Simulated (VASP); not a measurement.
A run of VASP 6.6.1 is set up as follows.

File POSCAR:

```
TaN
1.0
    5.2999200000      0.0000000000      0.0000000000
   -2.6499600000      4.5898653600      0.0000000000
    0.0000000000      0.0000000000      2.7979623222
Ta N
3 3
Direct
    0.3333333333      0.6666666667      0.5000000000
    0.6666666667      0.3333333333      0.5000000000
    0.0000000000      0.0000000000      0.0000000000
    0.3928500000      0.0000000000      0.0000000000
    0.6071500000      0.6071500000      0.0000000000
    0.0000000000      0.3928500000      0.0000000000
```

File INCAR.step1:

```
SYSTEM = TaN
PREC = Accurate ; ENCUT = 520
ISMEAR = -1 ; SIGMA = 0.1
LREAL = .FALSE. ; LASPH = .TRUE.
NELM = 80 ; NBANDS = 33
GGA = PE ; ALGO = Normal
EDIFF = 1E-4 ; LWAVE = .TRUE.
LCHARG = .FALSE.
```

Contents of INCAR.step2:

```
SYSTEM = TaN
PREC = Accurate ; ENCUT = 520
EDIFF = 1E-7 ; ISMEAR = -1
SIGMA = 0.1 ; LREAL = .FALSE.
LASPH = .TRUE. ; NELM = 80
ALGO = Normal ; ISIF = 2
LWAVE = .FALSE. ; LCHARG = .FALSE.
METAGGA = R2SCAN ; LMIXTAU = .TRUE.
IVDW = 12 ; VDW_S6 = 1.0
VDW_S8 = 0.78981345 ; VDW_A1 = 0.49484001
VDW_A2 = 5.73083694 ; NBANDS = 33
ISTART = 1
```

KPOINTS

```
Automatic mesh
0
G
  8 8 12
  0 0 0
```

Potentials or basis: VASP PAW PBE potentials, release 64 (Ta_pv, N).

Run with:

```sh
$ cat potpaw_PBE.64/Ta_pv/POTCAR potpaw_PBE.64/N/POTCAR > POTCAR
$ cp INCAR.step1 INCAR
$ mpirun -np 1 vasp_std > vasp.out
$ cp INCAR.step2 INCAR
$ mpirun -np 1 vasp_std > vasp.out
```

Problem. Predict the dispersion energy per atom.

Solution. -0.209 eV.

Problem. Predict the largest force.

Solution. 0.287 eV/Å.

Stress tensor (GPa, compression positive):
```
-10.08   0.00   0.00
  0.00 -10.08   0.00
  0.00   0.00  21.72
```

Caveat: the PAW data sets were made with another functional, which shifts forces and pressure a little; pairwise dispersion overbinds metals, which lowers pressure and volume.
